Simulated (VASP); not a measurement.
# NbAg4 (P-3m1) in VASP: further runs, part 2 of 3

VASP 6.6.1. The steps go on from the part before.

## (4) Relaxation of cell and atoms, PBE

Input file INCAR:

```
  PREC = Accurate
  ENCUT = 600
  EDIFF = 1E-7
  ISMEAR = 0
  SIGMA = 0.1
  LREAL = False
  LASPH = True
  NELM = 100
  ALGO = Normal
  ISIF = 3
  LWAVE = False
  LCHARG = False
  GGA = PE
  IBRION = 2
  NSW = 90
  EDIFFG = -0.04
```

Input file KPOINTS:

```
regular mesh
0
Gamma
  6 6 2
```

Input file POSCAR:

```
NbAg4
1.0
    3.1563931100      0.0000000000      0.0000000000
   -1.5781965600      2.7335166200      0.0000000000
    0.0000000000      0.0000000000     10.1493232800
Nb Ag
1 4
Direct
    0.0000000000      0.0000000000      0.0000000000
    0.3333333300      0.6666666700      0.8658552800
    0.3333333300      0.6666666700      0.3767953500
    0.6666666700      0.3333333300      0.1341447200
    0.6666666700      0.3333333300      0.6232046500
```

Potentials or basis: VASP PAW PBE potentials, release 64 (Nb_sv, Ag).

Run with:

```sh
$ cat potpaw_PBE.64/Nb_sv/POTCAR potpaw_PBE.64/Ag/POTCAR > POTCAR
$ mpirun -np 1 vasp_std > vasp.out
```

OUTCAR:

```text
PREC = Accurate
   ENCUT = 600
   EDIFF = 1E-7
   ISMEAR = 0
   LREAL = False
   LASPH = True
   NELM = 100
   ISIF = 3
   GGA = PE
   IBRION = 2
   NSW = 90
   EDIFFG = -0.04

 ion  position               nearest neighbor table
   1  0.000  0.000  0.000-   2 2.27   4 2.27   4 2.27   2 2.27   4 2.27   2 2.27
   2  0.333  0.667  0.866-   1 2.27   1 2.27   1 2.27   5 3.06   5 3.06   5 3.06   4 3.28   4 3.28
                             4 3.28
   3  0.333  0.667  0.377-   4 3.06   4 3.06   4 3.06   5 3.09   5 3.09   5 3.09
   4  0.667  0.333  0.134-   1 2.27   1 2.27   1 2.27   3 3.06   3 3.06   3 3.06   2 3.28   2 3.28
                             2 3.28
   5  0.667  0.333  0.623-   2 3.06   2 3.06   2 3.06   3 3.09   3 3.09   3 3.09

  LATTYP: Found a hexagonal cell.
 ALAT       =     3.1563931100
 C/A-ratio  =     3.2154813822

  Lattice vectors:

 A1 = (   3.1563931100,   0.0000000000,   0.0000000000)
 A2 = (  -1.5781965600,   2.7335166200,   0.0000000000)
 A3 = (   0.0000000000,   0.0000000000,  10.1493232800)

Analysis of symmetry for initial positions (statically):
=====================================================================
 Subroutine PRICEL returns:
 Original cell was already a primitive cell.

 Routine SETGRP: Setting up the symmetry group for a
 hexagonal supercell.

 Subroutine GETGRP returns: Found 12 space group operations
 (whereof 12 operations were pure point group operations)
 out of a pool of 24 trial point group operations.

The static configuration has the point symmetry D_3d.

Analysis of symmetry for dynamics (positions and initial velocities):
=====================================================================
 Subroutine PRICEL returns:
 Original cell was already a primitive cell.

 Routine SETGRP: Setting up the symmetry group for a
 hexagonal supercell.

 Subroutine GETGRP returns: Found 12 space group operations
 (whereof 12 operations were pure point group operations)
[... 136 lines left out ...]

--------------------------------------- Ionic step        1  -------------------------------------------

 number of electron      57.0000002 magnetization

 Free energy of the ion-electron system (eV)
  ---------------------------------------------------
  ext. energy  EPLUGINS =         0.00000000
  ---------------------------------------------------
  free energy    TOTEN  =       -11.76021709 eV

  energy without entropy =      -11.74248352  energy(sigma->0) =      -11.75135030

------------------------ aborting loop because EDIFF is reached ----------------------------------------

  FORCE on cell =-STRESS in cart. coord.  units (eV):
  Direction    XX          YY          ZZ          XY          YZ          ZX
  --------------------------------------------------------------------------------------
  -------------------------------------------------------------------------------------
  Total       27.1088359     27.1088359     28.0382661     -0.0000000      0.0000000      0.0000000
  in kB      495.9884454    495.9884463    512.9934777     -0.0000009      0.0000000      0.0000000
  external PRESSURE =     501.6567898 kB  Pullay stress =       0.0000000 kB
[... 26 lines left out ...]
--------------------------------------- Ionic step        2  -------------------------------------------

 number of electron      56.9999997 magnetization

 E-fermi :   2.1553     XC(G=0):  -8.5639

 val. band max:        2.1498207932   @ k =   0.1667  -0.0000   0.5000
 cond. band min:       2.1737003056   @ k =   0.3333   0.1667   0.5000
 fundamental gap:      0.0238795124
 Fermi energy:         2.1552794975

 k-point     1 :       0.0000    0.0000    0.0000
  band No.  band energies     occupation
      1     -53.8048      2.00000
      2     -29.8350      2.00000
      3     -29.7100      2.00000
      4     -29.7100      2.00000
      5      -1.9703      2.00000
      6      -1.5590      2.00000
[... 578 lines left out ...]
  FREE ENERGIE OF THE ION-ELECTRON SYSTEM (eV)
  ---------------------------------------------------
  free  energy   TOTEN  =       -17.4901648781 eV

  energy  without entropy=      -17.4606975849  energy(sigma->0) =      -17.47543123

[... ionic steps 4 to 21 ...]

--------------------------------------- Ionic step       22  -------------------------------------------

 number of electron      57.0000002 magnetization

------------------------ aborting loop because EDIFF is reached ----------------------------------------
[... 73 lines left out ...]
--------------------------------------- Ionic step       24  -------------------------------------------

 number of electron      57.0000004 magnetization

 Free energy of the ion-electron system (eV)
  ---------------------------------------------------
  ext. energy  EPLUGINS =         0.00000000
  ---------------------------------------------------
  free energy    TOTEN  =       -20.44401072 eV

  energy without entropy =      -20.43680571  energy(sigma->0) =      -20.44040821

 E-fermi :   8.7978     XC(G=0): -12.1028

 val. band max:        8.7646288017   @ k =   0.5000   0.0000   0.5000
 cond. band min:       8.8976299292   @ k =   0.3333   0.0000   0.5000
 fundamental gap:      0.1330011275
 Fermi energy:         8.7978310293

 k-point     1 :       0.0000    0.0000    0.0000
  band No.  band energies     occupation
      1     -46.1477      2.00000
      2     -22.3777      2.00000
      3     -21.5089      2.00000
      4     -21.5089      2.00000
      5       1.2733      2.00000
      6       2.2015      2.00000
[... 539 lines left out ...]
  FREE ENERGIE OF THE ION-ELECTRON SYSTEM (eV)
  ---------------------------------------------------
  free  energy   TOTEN  =       -20.4440107184 eV

  energy  without entropy=      -20.4368057102  energy(sigma->0) =      -20.44040821

 reached required accuracy - stopping structural energy minimisation
```

CONTCAR:

```text
NbAg4
   1.00000000000000
     2.9140448119396098    0.0000000007244389   -0.0000000000000000
    -1.4570224099585229    2.5236368361637793    0.0000000000000000
    -0.0000000000000000    0.0000000000000001   12.0846115682898709
  Nb              Ag
     1     4
Direct
     1.0000000000000000    0.0000000000000000    0.0000000000000000
     0.3333333300000021    0.6666666699999979    0.7966780030267948
     0.3333333300000021    0.6666666699999979    0.4015765611136498
     0.6666666699999979    0.3333333300000021    0.2033219969732053
     0.6666666699999979    0.3333333300000021    0.5984234388863502

  0.00000000E+00  0.00000000E+00  0.00000000E+00
  0.00000000E+00  0.00000000E+00  0.00000000E+00
  0.00000000E+00  0.00000000E+00  0.00000000E+00
  0.00000000E+00  0.00000000E+00  0.00000000E+00
  0.00000000E+00  0.00000000E+00  0.00000000E+00
```

Wall time 10 min (1 thread of AMD EPYC 9R45 (Zen 5), shared host); peak memory 0.25 GiB.

What came out:

| Item | Value |
| --- | --- |
| Free energy | -20.4440 eV |
| Relaxed volume | 17.77 Å³/atom |
| Relaxed cell | a = 2.914 Å, b = 2.914 Å, c = 12.085 Å, α = 90.00°, β = 90.00°, γ = 120.00° |
| Space group after relaxing (to 0.1 Å) | P-3m1 (No. 164) |
| Energy gained by relaxing | 1736.8 meV/atom |
| Ionic steps | 24 |
| Pressure after relaxing | 0.2 GPa |
| Largest force after relaxing | 0.034 eV/Å |
| Band gap on the k mesh | zero (an odd number of electrons rules out a gap without spin polarisation) |

Forces on the atoms (eV/Å):
```
Nb   0.000  0.000  0.000
Ag   0.000  0.000  0.012
Ag   0.000  0.000 -0.034
Ag   0.000  0.000 -0.012
Ag   0.000  0.000  0.034
```

The path:
| step | energy change (eV) | largest force (eV/Å) | pressure (GPa) | volume (Å³) |
| --- | --- | --- | --- | --- |
| 1 | 0.0000 | 11.5819 | 50.17 | 87.57 |
| 2 | -1.6335 | 0.5687 | -11.81 | 177.07 |
| 3 | -5.7299 | 1.1951 | -7.52 | 121.01 |
| 4 | -5.8052 | 1.5231 | -6.07 | 117.96 |
| 5 | -5.8337 | 2.0068 | -3.76 | 114.08 |
| 6 | -5.8349 | 1.9291 | -4.14 | 114.66 |
| 7 | -6.4909 | 1.8371 | -3.86 | 108.23 |
| 8 | -8.0452 | 1.3758 | 3.09 | 90.17 |
| 9 | -7.9584 | 2.2531 | 11.22 | 84.55 |
| 10 | -8.0745 | 1.6137 | 5.16 | 88.38 |
| 11 | -8.3826 | 1.3630 | 3.49 | 88.37 |
| 12 | -8.4149 | 1.1742 | 3.52 | 88.20 |
| 13 | -8.4231 | 1.2282 | 3.40 | 88.26 |
| 14 | -8.5450 | 0.7671 | -0.91 | 91.07 |
| 15 | -8.5623 | 0.5655 | -2.92 | 92.70 |
| 16 | -8.6252 | 0.4357 | -1.39 | 90.99 |
| 17 | -8.6508 | 0.2561 | 0.74 | 89.09 |
| 18 | -8.6608 | 0.2373 | 0.16 | 89.45 |
| 19 | -8.6663 | 0.2701 | -0.62 | 89.99 |
| 20 | -8.6744 | 0.2321 | 0.00 | 89.33 |
| 21 | -8.6770 | 0.1964 | 0.61 | 88.74 |
| 22 | -8.6826 | 0.0910 | -0.28 | 89.30 |
| 23 | -8.6827 | 0.0884 | -0.36 | 89.36 |
| 24 | -8.6838 | 0.0336 | 0.18 | 88.87 |

Final structure:
```xyz
5
Lattice="2.9140 0.0000 0.0000 -1.4570 2.5236 0.0000 0.0000 0.0000 12.0846" Properties=species:S:1:pos:R:3 pbc="T T T"
Nb    2.9140    0.0000    0.0000
Ag    0.0000    1.6824    9.6275
Ag    0.0000    1.6824    4.8529
Ag    1.4570    0.8412    2.4571
Ag    1.4570    0.8412    7.2317
```

Caveat: the k points lie up to 0.41 Å⁻¹ apart in the final cell, too coarse for converged energies and pressures of a metal; a cell axis changed by over 15 % at a fixed basis, so the end point is rough.

(Part 2 of 3 ends here.)
